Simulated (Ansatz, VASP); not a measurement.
**One calculation of BaTiO3, two programs**

File POSCAR:

```
BaTiO3
1.0
   -4.0699491700     -4.0588082600      0.0000000000
   -4.0477079000      4.0588082600      0.0000000000
   -0.0111206300     -0.0110902200     -4.0587981200
Ba Ti O
2 2 6
Direct
    0.0000000000      0.0000000000      0.0000000000
    0.5000000000      0.5000000000      0.0000000000
    0.5147000000      0.0000000000      0.5147000000
    0.0147000000      0.5000000000      0.5147000000
    0.9912000000      0.5000000000      0.9815000000
    0.4912000000      0.0000000000      0.9815000000
    0.7363500000      0.2451500000      0.4912000000
    0.2363500000      0.7451500000      0.4912000000
    0.7363500000      0.7548500000      0.4912000000
    0.2363500000      0.2548500000      0.4912000000
```

The input INCAR.step1:

```
ALGO = Normal ; EDIFF = 1E-4
ENCUT = 520 ; GGA = PE
ISMEAR = -1 ; LASPH = T
LCHARG = F ; LREAL = F
LWAVE = T ; NBANDS = 51
NELM = 60 ; PREC = Accurate
SIGMA = 0.1
```

Contents of INCAR.step2:

```
ALGO = Normal ; EDIFF = 1E-6
ENCUT = 520 ; ISIF = 2
ISMEAR = -1 ; ISTART = 1
LASPH = T ; LCHARG = T
LELF = T ; LMIXTAU = T
LREAL = F ; LVHAR = T
LWAVE = F ; METAGGA = R2SCAN
NBANDS = 51 ; NELM = 60
PREC = Accurate ; SIGMA = 0.1
```

File KPOINTS:

```
k-points
0
Gamma
  5 5 6
```

Input for Ansatz:

```yaml
crystal:
  lattice:
    - [4.06994917, 4.05880826, 0.0]
    - [4.0477079, -4.05880826, 0.0]
    - [0.01112063, 0.01109022, 4.05879812]
  atoms:
    - { symbol: Ba, position: [0.0, 0.0, 0.0] }
    - { symbol: Ba, position: [0.5, 0.5, 0.0] }
    - { symbol: Ti, position: [0.4853, 0.0, 0.4853] }
    - { symbol: Ti, position: [0.9853, 0.5, 0.4853] }
    - { symbol: O, position: [0.0088, 0.5, 0.0185] }
    - { symbol: O, position: [0.5088, 0.0, 0.0185] }
    - { symbol: O, position: [0.26365, 0.75485, 0.5088] }
    - { symbol: O, position: [0.76365, 0.25485, 0.5088] }
    - { symbol: O, position: [0.26365, 0.24515, 0.5088] }
    - { symbol: O, position: [0.76365, 0.74515, 0.5088] }
  symmetry: { tolerance: 0.0003 }
kpoints:
  mp_grid: { grid: [5, 5, 6], shift: [0, 0, 0] }
  band_path:
    path:
      - [0.0, 0.0, 0.0]
      - [1.0, 0.0, 0.5]
      - [1.0, 0.00544993, 0.5]
      - [0.00272515, 0.99727488, 0.49727525]
      - [0.49999991, 0.49999992, -1.1e-07]
      - [0.0, 0.0, 0.0]
      - [0.0, 0.99727488, 0.0]
      - [0.50136258, 0.50136241, 0.49863763]
      - [0.50000009, 0.49999992, 0.50000011]
      - [0.0, 0.0, 0.0]
    npoints: 6
magnetization:
  spin_polarized: false
scf:
  occupations: { method: fermi_dirac }
  lower_state_search: "off"
  max_iter: 200
hamiltonian:
  pseudopotentials: { kind: paw }
  xc: r2scan
basis:
  ecutwfc: 500
  fft_grid_basis: typed
output:
  forces: true
  stress: true
  eigenvalues: true
  bader: true
  populations: true
  elf: true
  write_potential: true
  volumetric_format: npy
  dos:
    e_range: [-12, 8]
    de: 0.05
    projected: { site_lists: { Ba: [Ba], O: [O], Ti: [Ti] } }
checkpoint:
  read: saved_state
```

Alike in both runs: task single point; functional r2SCAN; k mesh 5 × 5 × 6; no spin polarisation.

|  | VASP | Ansatz |
| --- | --- | --- |
| version | VASP 6.6.1 | Ansatz 0.2.0 |
| potentials or method | VASP PAW PBE potentials, release 64 (Ba_sv, Ti_sv, O), cutoff 520 eV | PAW plane waves |
| occupations | fermi-dirac, width 0.1 eV | fermi-dirac |
| valence electrons in the cell | 80 | 80 |

```tsv
	VASP	Ansatz	Ansatz less VASP
pressure (GPa)	-3.1	-4.8	-1.74
rms of the force components (eV/Å)	0.088	0.145	+0.0566
```

VASP's potentials were made for PBE, not for r2SCAN. Ansatz's warnings: structure snapped to symmetry.

Spin-orbit coupling is off throughout.
